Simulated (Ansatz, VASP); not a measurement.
**Ti3S2: VASP beside Ansatz**

The input INCAR:

```
SYSTEM = Ti3S2
PREC = Accurate ; ENCUT = 520
EDIFF = 1E-6 ; ISMEAR = -1
SIGMA = 0.05 ; LREAL = .False.
LASPH = .True. ; NELM = 150
ALGO = Normal ; ISIF = 2
LWAVE = .False. ; LCHARG = .False.
LMAXMIX = 4 ; LDAU = .True.
LDAUTYPE = 2 ; LDAUL = 2 -1
LDAUU = 8 0 ; LDAUJ = 0 0
LDAUPRINT = 1 ; GGA = PS
NBANDS = 32
```

KPOINTS

```
Automatic mesh
0
Gamma
  6 6 6
  0 0 0
```

POSCAR

```
Ti3S2
1.0
    2.7131139241      1.5664170544      3.2376184047
   -2.7131139241      1.5664170544      3.2376184047
    0.0000000000     -3.1328341088      3.2376184047
Ti S
3 2
Direct
    0.0000000000      0.3356550000      0.6643450000
    0.6643450000      0.0000000000      0.3356550000
    0.3356550000      0.6643450000      0.0000000000
    0.1678390000      0.1678390000      0.1678390000
    0.8321610000      0.8321610000      0.8321610000
```

File input.yaml:

```yaml
crystal:
  lattice:
    - [2.7131139241, 1.5664170544, 3.2376184047]
    - [-2.7131139241, 1.5664170544, 3.2376184047]
    - [0.0, -3.1328341088, 3.2376184047]
  atoms:
    - { symbol: Ti, position: [0.0, 0.335655, 0.664345] }
    - { symbol: Ti, position: [0.664345, 0.0, 0.335655] }
    - { symbol: Ti, position: [0.335655, 0.664345, 0.0] }
    - { symbol: S, position: [0.167839, 0.167839, 0.167839] }
    - { symbol: S, position: [0.832161, 0.832161, 0.832161] }
hamiltonian:
  xc: pbesol
  pseudopotentials: { kind: paw }
  hubbard: { sites: [{ species: Ti, l: d, u_eff: 8.0 }] }
kpoints:
  mp_grid: { grid: [6, 6, 6] }
scf:
  occupations: { method: fermi_dirac, width: 0.05 }
  n_extra_bands: 12
output:
  forces: true
  stress: true
  eigenvalues: true
  dos: { projected: true, de: 0.05, nscf_kmesh: { grid: [9, 9, 9] } }
```

Alike in both runs: functional PBEsol; k mesh 6 × 6 × 6; occupations fermi-dirac, width 0.05 eV; no spin polarisation; Hubbard terms Ti d U = 8.0 eV.

|  | VASP | Ansatz |
| --- | --- | --- |
| version | VASP 6.6.1 | Ansatz 0.2.0 |
| potentials or method | VASP PAW PBE potentials, release 64 (Ti_sv, S) | Ansatz PAW |
| plane-wave cutoff (eV) | 520 | 420 |
| valence electrons in the cell | 48 | 48 |
| task | single point | projected density of states |

```tsv
	VASP	Ansatz	Ansatz less VASP
gap on the k mesh at the Fermi level (eV)	none	none	-
pressure (GPa)	8.4	27.5	+19.08
traceless stress, the component that is largest in VASP (GPa)	1.54	-0.83	-2.369
rms of the force components (eV/Å)	0.134	0.480	+0.3462
```

VASP's potentials were made for PBE, not for PBEsol. The programs project onto different local orbitals, so the same U acts differently, and such runs can settle in different states. Atom by atom the forces differ by 0.346 eV/Å (rms over components). A gap of «none» marks a metal or a gap that the smearing closes.
